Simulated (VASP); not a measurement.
# Be2Ga2C3 (R-3m) in VASP: a series of runs

Be2Ga2C3 is run at these levels: PBE; tasks: single point, relaxation of cell and atoms.

All numbers are computed with VASP 6.6.1; they aren't measurements. Logs are shortened: lines on timing, memory, paths and dates and some standing lists are left out, and cuts for length are marked.

## 1. The cell of the first run

Symmetry: R-3m, No. 166, trigonal system. Conventional cell: a = 5.307 Å, b = 5.307 Å, c = 9.906 Å, α = 90.00°, β = 90.00°, γ = 120.00°. Be (site symmetry 3m) has 3 C at 1.71 Å within 2.3 Å. Within 3.0 Å of Ga (site symmetry -3m) lie 6 C at 2.25 Å and 2 Be at 2.41 Å. Within 3.5 Å of Ga (site symmetry -3m) lie 8 Be at 2.55 to 3.16 Å and 6 C at 2.65 Å and 6 Ga at 3.48 Å. Within 2.3 Å of C (site symmetry 2/m) lie 2 Be at 1.71 Å and 2 Ga at 2.25 Å.

## 2. Single point, PBE

The input, INCAR:

```
SYSTEM = Be2Ga2C3
PREC = Accurate ; ENCUT = 520
EDIFF = 1E-6 ; ISMEAR = 0
SIGMA = 0.1 ; LREAL = .False.
LASPH = .True. ; NELM = 80
ALGO = Normal ; ISIF = 2
LWAVE = .False. ; LCHARG = .False.
GGA = PE ; NBANDS = 30
```

The input, KPOINTS:

```
Automatic mesh
0
Gamma
  9 9 9
  0 0 0
```

The input, POSCAR:

```
Be2Ga2C3
1.0
    2.6533906212      1.5319357894      3.3021474535
   -2.6533906212      1.5319357894      3.3021474535
    0.0000000000     -3.0638715788      3.3021474535
Be Ga C
2 2 3
Direct
    0.2430032990      0.2430032990      0.2430032990
    0.7569967010      0.7569967010      0.7569967010
    0.0000000000      0.0000000000      0.0000000000
    0.5000000000      0.5000000000      0.5000000000
    0.0000000000      0.0000000000      0.5000000000
    0.5000000000      0.0000000000      0.0000000000
    0.0000000000      0.5000000000      0.0000000000
```

Potentials or basis: VASP PAW PBE potentials, release 64 (Be, Ga_d, C).

Command:

```
$ cat potpaw_PBE.64/Be/POTCAR potpaw_PBE.64/Ga_d/POTCAR potpaw_PBE.64/C/POTCAR > POTCAR
$ mpirun -np 1 vasp_std > vasp.out
```

OUTCAR:

```text
SYSTEM = Be2Ga2C3
   PREC = Accurate
   ENCUT = 520
   EDIFF = 1E-6
   ISMEAR = 0
   LREAL = .False.
   LASPH = .True.
   NELM = 80
   ISIF = 2
   GGA = PE

 ion  position               nearest neighbor table
   1  0.243  0.243  0.243-   5 1.71   6 1.71   7 1.71   3 2.41   4 2.55
   2  0.757  0.757  0.757-   5 1.71   6 1.71   7 1.71   3 2.41   4 2.55
   3  0.000  0.000  0.000-   5 2.25   5 2.25   7 2.25   6 2.25   7 2.25   6 2.25   1 2.41   2 2.41

   4  0.500  0.500  0.500-   1 2.55   2 2.55
   5  0.000  0.000  0.500-   1 1.71   2 1.71   3 2.25   3 2.25
   6  0.500  0.000  0.000-   1 1.71   2 1.71   3 2.25   3 2.25
   7  0.000  0.500  0.000-   1 1.71   2 1.71   3 2.25   3 2.25

  LATTYP: Found a trigonal (rhomboedric) cell.
 ALAT       =     4.5046072921
 COS(alpha) =     0.3060654610

  Lattice vectors:

 A1 = (   2.6533906212,   1.5319357894,   3.3021474535)
 A2 = (  -2.6533906212,   1.5319357894,   3.3021474535)
 A3 = (   0.0000000000,  -3.0638715788,   3.3021474535)

Analysis of symmetry for initial positions (statically):
=====================================================================
 Subroutine PRICEL returns:
 Original cell was already a primitive cell.

 Routine SETGRP: Setting up the symmetry group for a
 trigonal (rhombohedral) supercell.

 Subroutine GETGRP returns: Found 12 space group operations
 (whereof 12 operations were pure point group operations)
 out of a pool of 12 trial point group operations.

The static configuration has the point symmetry D_3d.

Analysis of symmetry for dynamics (positions and initial velocities):
=====================================================================
 Subroutine PRICEL returns:
 Original cell was already a primitive cell.

 Routine SETGRP: Setting up the symmetry group for a
 trigonal (rhombohedral) supercell.

 Subroutine GETGRP returns: Found 12 space group operations
 (whereof 12 operations were pure point group operations)
 out of a pool of 12 trial point group operations.

The dynamic configuration has the point symmetry D_3d.

 Subroutine INISYM returns: Found 12 space group operations
 (whereof 12 operations are pure point group operations),
 and found     1 'primitive' translations

----------------------------------------------------------------------------------------

                                     Primitive cell

  volume of cell :      80.5359

  direct lattice vectors                    reciprocal lattice vectors
     2.653390621  1.531935789  3.302147453     0.188438143  0.108794812  0.100944412
    -2.653390621  1.531935789  3.302147453    -0.188438143  0.108794812  0.100944412
     0.000000000 -3.063871579  3.302147453     0.000000000 -0.217589625  0.100944412

  length of vectors
     4.504607292  4.504607292  4.504607292     0.239864585  0.239864585  0.239864585

  position of ions in fractional coordinates (direct lattice)
     0.243003299  0.243003299  0.243003299
     0.756996701  0.756996701  0.756996701
     0.000000000  0.000000000  0.000000000
     0.500000000  0.500000000  0.500000000
     0.000000000  0.000000000  0.500000000
     0.500000000  1.000000000  0.000000000
     1.000000000  0.500000000  0.000000000

  ion indices of the primitive-cell ions
   primitive index   ion index
                 1           1
                 2           2
                 3           3
                 4           4
                 5           5
                 6           6
                 7           7

----------------------------------------------------------------------------------------

 KPOINTS: Automatic mesh

Automatic generation of k-mesh.
 Grid dimensions read from file:
 generate k-points for:    9    9    9

 Generating k-lattice:

  Cartesian coordinates                     Fractional coordinates (reciprocal lattice)
     0.020937571  0.012088312  0.011216046     0.111111111  0.000000000  0.000000000
    -0.020937571  0.012088312  0.011216046     0.000000000  0.111111111  0.000000000
     0.000000000 -0.024176625  0.011216046     0.000000000  0.000000000  0.111111111

  Length of vectors
     0.026651621  0.026651621  0.026651621

  Shift w.r.t. Gamma in fractional coordinates (k-lattice)
     0.000000000  0.000000000  0.000000000

 Subroutine IBZKPT returns following result:
 ===========================================

 Found     85 irreducible k-points:

 Following reciprocal coordinates:
            Coordinates               Weight
  0.000000  0.000000  0.000000      1.000000
  0.111111 -0.000000  0.000000      6.000000
  0.222222 -0.000000  0.000000      6.000000
  0.333333  0.000000 -0.000000      6.000000
  0.444444 -0.000000  0.000000      6.000000
  0.111111  0.111111  0.000000      6.000000
[... 16 lines left out ...]
 -0.333333  0.333333  0.000000      6.000000
  0.444444  0.444444  0.000000      6.000000
 [... further k-points ...]
   k-points           NKPTS =     85   k-points in BZ     NKDIM =     85   number of bands    NBANDS=     30
   number of dos      NEDOS =    301   number of ions     NIONS =      7
   total plane-waves  NPLWV =  46656
   dimension x,y,z NGX =    36 NGY =   36 NGZ =   36
   dimension x,y,z NGXF=    72 NGYF=   72 NGZF=   72
   ions per type =               2   2   3
   NGX,Y,Z   is equivalent  to a cutoff of  13.29, 13.29, 13.29 a.u.
   NGXF,Y,Z  is equivalent  to a cutoff of  26.57, 26.57, 26.57 a.u.
 SYSTEM =  Be2Ga2C3
   PREC   = accura    normal or accurate (medium, high low for compatibility)
   ISTART =      0    job   : 0-new  1-cont  2-samecut
   ICHARG =      2    charge: 1-file 2-atom 10-const
   ISPIN  =      1    spin polarized calculation?
   LNONCOLLINEAR =      F non collinear calculations
   LSORBIT =      F    spin-orbit coupling
   LASPH  =      T    aspherical Exc in radial PAW
   ENCUT  =  520.0 eV  38.22 Ry    6.18 a.u.   8.38  8.38  8.38*2*pi/ulx,y,z
   NELM   =     80;   NELMIN=  2; NELMDL= -5     # of ELM steps
   EDIFF  = 0.1E-05   stopping-criterion for ELM
   LREAL  =      F    real-space projection
   EDIFFG = 0.1E-04   stopping-criterion for IOM
   NSW    =      0    number of steps for IOM
   IBRION =     -1    ionic relax: 0-MD 1-quasi-New 2-CG
   NFREE  =      0    steps in history (QN), initial steepest desc. (CG)
   ISIF   =      2    stress and relaxation
   ISYM   =      2    0-nonsym 1-usesym 2-fastsym
   POTIM  = 0.5000    time-step for ionic-motion
   TEBEG  =    0.0;   TEEND  =   0.0 temperature during run
   PSTRESS=    0.0 pullay stress
   NELECT =      42.0000    total number of electrons
   NUPDOWN=      -1.0000    fix difference up-down
   EMIN   =  10.00;   EMAX   =-10.00  energy-range for DOS
   EFERMI =   0.00;   METHOD = LEGACY
   ISMEAR =     0;   SIGMA  =   0.10  broadening in eV -4-tet -1-fermi 0-gaus
   EFERMI_NEDOS =   21; number of points for ismear=-14 and -15
   IALGO  =     38    algorithm
   IMIX   =      4    mixing-type and parameters
     AMIX     =   0.40;   BMIX     =  1.00
     AMIX_MAG =   1.60;   BMIX_MAG =  1.00
  volume/ion in A,a.u.               =      11.51        77.64
  Fermi-wavevector in a.u.,A,eV,Ry     =   1.317735  2.490158 23.625506  1.736426
  Thomas-Fermi vector in A             =   2.447755
   LORBIT       =      0    0 simple, 1 ext, 2 COOP (PROOUT), +10 PAW based schemes
   GGA     = PE    functional components
   LHFCALC =     F    Hartree Fock is set to
   AEXX    =    0.0000 exact exchange contribution
   IVDW    =     0    specifies the selected vdW correction
   LEPSILON=     F    determine dielectric tensor
   LRPA    =     F    only Hartree local field effects (RPA)
 non-spin polarized calculation
 Gauss-broadening in eV      SIGMA  =   0.10
  energy-cutoff  :      520.00
  volume of cell :       80.54
 maximum number of plane-waves:      2187
 NGX is ok and might be reduce to    36
   NGX = 17   NGY = 17   NGZ = 17

 number of electron      41.9999983 magnetization

 Free energy of the ion-electron system (eV)
  ---------------------------------------------------
  ext. energy  EPLUGINS =         0.00000000
  ---------------------------------------------------
  free energy    TOTEN  =       -32.10302926 eV

  energy without entropy =      -32.08812002  energy(sigma->0) =      -32.09557464

 E-fermi :   5.1063     XC(G=0): -10.8521

 val. band max:        5.0993121822   @ k =   0.3333   0.3333  -0.0000
 cond. band min:       5.1063075486   @ k =  -0.2222   0.2222   0.2222
 fundamental gap:      0.0069953663
 Fermi energy:         5.1062590402

 k-point     1 :       0.0000    0.0000    0.0000
  band No.  band energies     occupation
      1      -9.9585      2.00000
      2      -9.9370      2.00000
      3      -9.9370      2.00000
      4      -9.8138      2.00000
      5      -9.8138      2.00000
      6      -9.8025      2.00000
[... 22 lines left out ...]
     29      13.2423      0.00000
     30      13.2423      0.00000

 k-point     2 :       0.1111   -0.0000    0.0000
  band No.  band energies     occupation
      1      -9.9491      2.00000
      2      -9.9331      2.00000
      3      -9.9284      2.00000
      4      -9.8122      2.00000
      5      -9.8114      2.00000
      6      -9.8044      2.00000
[... 22 lines left out ...]
     29      12.7616      0.00000
     30      13.0589      0.00000

 k-point     3 :       0.2222   -0.0000    0.0000
  band No.  band energies     occupation
      1      -9.9341      2.00000
      2      -9.9227      2.00000
      3      -9.8984      2.00000
      4      -9.8095      2.00000
      5      -9.8075      2.00000
      6      -9.8048      2.00000
[... 22 lines left out ...]
     29      11.7399      0.00000
     30      12.6809      0.00000

 k-point     4 :       0.3333    0.0000   -0.0000
  band No.  band energies     occupation
      1      -9.9199      2.00000
      2      -9.9094      2.00000
      3      -9.8633      2.00000
      4      -9.8130      2.00000
      5      -9.8013      2.00000
      6      -9.7960      2.00000
[... 22 lines left out ...]
     29      12.3574      0.00000
     30      12.5622      0.00000

 k-point     5 :       0.4444   -0.0000    0.0000
  band No.  band energies     occupation
      1      -9.9091      2.00000
      2      -9.8996      2.00000
      3      -9.8498      2.00000
      4      -9.8003      2.00000
      5      -9.7966      2.00000
      6      -9.7894      2.00000
[... 22 lines left out ...]
     29      12.2777      0.00000
     30      12.3243      0.00000
[... 526 lines left out ...]
     29      12.1966      0.00000
     30      12.3469      0.00000

 k-point    22 :      -0.4444    0.3333   -0.0000
  band No.  band energies     occupation
      1      -9.9439      2.00000
      2      -9.8384      2.00000
      3      -9.8306      2.00000
      4      -9.8063      2.00000
      5      -9.7986      2.00000
      6      -9.7960      2.00000
[... 22 lines left out ...]
     29      12.1335      0.00000
     30      12.5409      0.00000

 k-point    23 :      -0.3333    0.3333    0.0000
  band No.  band energies     occupation
      1      -9.9262      2.00000
      2      -9.8456      2.00000
      3      -9.8436      2.00000
      4      -9.8145      2.00000
      5      -9.7997      2.00000
      6      -9.7923      2.00000
[... 22 lines left out ...]
     29      12.3868      0.00000
     30      12.8436      0.00000

 k-point    24 :       0.4444    0.4444    0.0000
  band No.  band energies     occupation
      1      -9.9623      2.00000
      2      -9.8293      2.00000
      3      -9.8283      2.00000
      4      -9.8031      2.00000
      5      -9.7969      2.00000
      6      -9.7966      2.00000
[... 22 lines left out ...]
     29      11.7211      0.00000
     30      12.2509      0.00000

 [... further k-points ...]

------------------------ aborting loop because EDIFF is reached ----------------------------------------

  FORCE on cell =-STRESS in cart. coord.  units (eV):
  Direction    XX          YY          ZZ          XY          YZ          ZX
  --------------------------------------------------------------------------------------
  -------------------------------------------------------------------------------------
  Total        0.1132384      0.1132384      0.1286984      0.0000000     -0.0000000      0.0000000
  in kB        2.2527590      2.2527590      2.5603210      0.0000000     -0.0000000      0.0000000
  external PRESSURE =       2.3552797 kB  Pullay stress =       0.0000000 kB

 VOLUME and BASIS-vectors are now :
 -----------------------------------------------------------------------------
  energy-cutoff  :      520.00
  volume of cell :       80.54
      direct lattice vectors                 reciprocal lattice vectors
     2.653390621  1.531935789  3.302147453     0.188438143  0.108794812  0.100944412
    -2.653390621  1.531935789  3.302147453    -0.188438143  0.108794812  0.100944412
     0.000000000 -3.063871579  3.302147453     0.000000000 -0.217589625  0.100944412

 POSITION                                       TOTAL-FORCE (eV/Angst)
 -----------------------------------------------------------------------------------
      0.00000      0.00000      2.40730        -0.000000      0.000000      0.030612
      0.00000      0.00000      7.49914        -0.000000     -0.000000     -0.030612
      0.00000      0.00000      0.00000        -0.000000     -0.000000     -0.000000
      0.00000      0.00000      4.95322        -0.000000     -0.000000      0.000000
      0.00000     -1.53194      1.65107         0.000000     -0.000000     -0.000000
      1.32670      0.76597      1.65107        -0.000000     -0.000000     -0.000000
     -1.32670      0.76597      1.65107         0.000000     -0.000000     -0.000000
 -----------------------------------------------------------------------------------
    total drift:                               -0.000000     -0.000000      0.000000

  FREE ENERGIE OF THE ION-ELECTRON SYSTEM (eV)
  ---------------------------------------------------
  free  energy   TOTEN  =       -32.1030292633 eV

  energy  without entropy=      -32.0881200250  energy(sigma->0) =      -32.09557464
```

It took 77 s on 1 thread of Intel Xeon 6975P-C (Granite Rapids), shared host; peak memory 0.32 GiB.

Results:

```
Free energy            : -32.1030 eV
Pressure               : 0.2 GPa
Largest force          : 0.031 eV/Å
Band gap on the k mesh : zero (bands 21 and 22 overlap by 1.75 eV)
```

Forces on the atoms (eV/Å):
```
Be   0.000  0.000  0.031
Be   0.000  0.000 -0.031
Ga   0.000  0.000  0.000
Ga   0.000  0.000  0.000
C    0.000  0.000  0.000
C    0.000  0.000  0.000
C    0.000  0.000  0.000
```

## 3. Relaxation of cell and atoms, PBE

This run uses another cell than the first one, of 11.73 Å³/atom.

The input, INCAR:

```
SYSTEM = Be2Ga2C3
PREC     = Accurate       ! precision mode
ENCUT    = 600            ! plane-wave cutoff, eV
EDIFF    = 1E-6           ! SCF threshold, eV
ISMEAR   = 0              ! smearing method
SIGMA    = 0.1            ! smearing width, eV
LREAL    = .FALSE.        ! projectors in reciprocal space
LASPH    = .TRUE.         ! aspherical terms in the spheres
NELM     = 60             ! most SCF steps
ALGO     = Normal         ! electronic algorithm
ISIF     = 3              ! what is computed and relaxed
LWAVE    = .FALSE.        ! write WAVECAR
LCHARG   = .FALSE.        ! write CHGCAR
GGA      = PE             ! functional
IBRION   = 2              ! ionic algorithm
NSW      = 100            ! ionic steps
EDIFFG   = -0.01          ! ionic threshold
```

The input, KPOINTS:

```
regular mesh
0
G
  9 9 9
  0 0 0
```

The input, POSCAR:

```
Be2Ga2C3
1.0
    2.6822152400      1.5485776908      3.2938675324
   -2.6822152400      1.5485776908      3.2938675324
    0.0000000000     -3.0971553816      3.2938675324
Be Ga C
2 2 3
Direct
    0.2366572391      0.2366572391      0.2366572391
    0.7633427609      0.7633427609      0.7633427609
    0.0000000000      0.0000000000      0.0000000000
    0.5000000000      0.5000000000      0.5000000000
    0.0000000000      0.0000000000      0.5000000000
    0.5000000000      0.0000000000      0.0000000000
    0.0000000000      0.5000000000      0.0000000000
```

Potentials or basis: VASP PAW PBE potentials, release 64 (Be, Ga_d, C).

Command:

```
$ cat potpaw_PBE.64/Be/POTCAR potpaw_PBE.64/Ga_d/POTCAR potpaw_PBE.64/C/POTCAR > POTCAR
$ mpirun -np 1 vasp_std > vasp.out
```

It took 5.9 min on 1 thread of Intel Xeon 6975P-C (Granite Rapids), shared host; peak memory 0.35 GiB.

It converged, with:

* Free energy: -32.1052 eV
* Relaxed volume: 11.52 Å³/atom
* Relaxed cell: a = 4.506 Å, b = 4.506 Å, c = 4.506 Å, α = 72.22°, β = 72.22°, γ = 72.22°
* Space group after relaxing (to 0.1 Å): R-3m (No. 166)
* Energy gained by relaxing: 1.5 meV/atom
* Ionic steps: 8
* Pressure after relaxing: 0.0 GPa
* Band gap on the k mesh: zero (bands 21 and 22 overlap by 1.75 eV)

Forces on the atoms (eV/Å):
```
Be   0.000  0.000  0.002
Be   0.000  0.000 -0.002
Ga   0.000  0.000  0.000
Ga   0.000  0.000  0.000
C    0.000  0.000  0.000
C    0.000  0.000  0.000
C    0.000  0.000  0.000
```

Stress tensor (GPa, compression positive):
```
-0.09  0.00  0.00
 0.00 -0.09  0.00
 0.00  0.00  0.09
```

Step by step:
| step | energy change (eV) | largest force (eV/Å) | pressure (GPa) | volume (Å³) |
| --- | --- | --- | --- | --- |
| 1 | 0.0000 | 0.1817 | 0.39 | 82.09 |
| 2 | -0.0024 | 0.0875 | -0.38 | 82.43 |
| 3 | -0.0025 | 0.0676 | -0.51 | 82.51 |
| 4 | -0.0044 | 0.0588 | -0.39 | 82.21 |
| 5 | -0.0085 | 0.0275 | -0.11 | 81.33 |
| 6 | -0.0076 | 0.0470 | 0.44 | 79.59 |
| 7 | -0.0096 | 0.0008 | 0.09 | 80.63 |
| 8 | -0.0102 | 0.0020 | -0.03 | 80.66 |

Final structure:
```
Be Ga C
1.0
     2.65561    1.53322    3.30171
    -2.65561    1.53322    3.30171
     0.00000   -3.06643    3.30171
Be Ga C
2 2 3
Direct
  0.24312 0.24312 0.24312
  0.75688 0.75688 0.75688
  0.00000 0.00000 0.00000
  0.50000 0.50000 0.50000
  0.00000 0.00000 0.50000
  0.50000 0.00000 0.00000
  0.00000 0.50000 0.00000
```

Levels at points of the mesh, in eV from the Fermi level:
| k point | band 19 | band 20 | band 21 | band 22 | band 23 | band 24 |
| --- | --- | --- | --- | --- | --- | --- |
| (0.00, 0.00, 0.00) | -2.75 | -2.54 | -0.44 | 0.80 | 0.80 | 0.90 |
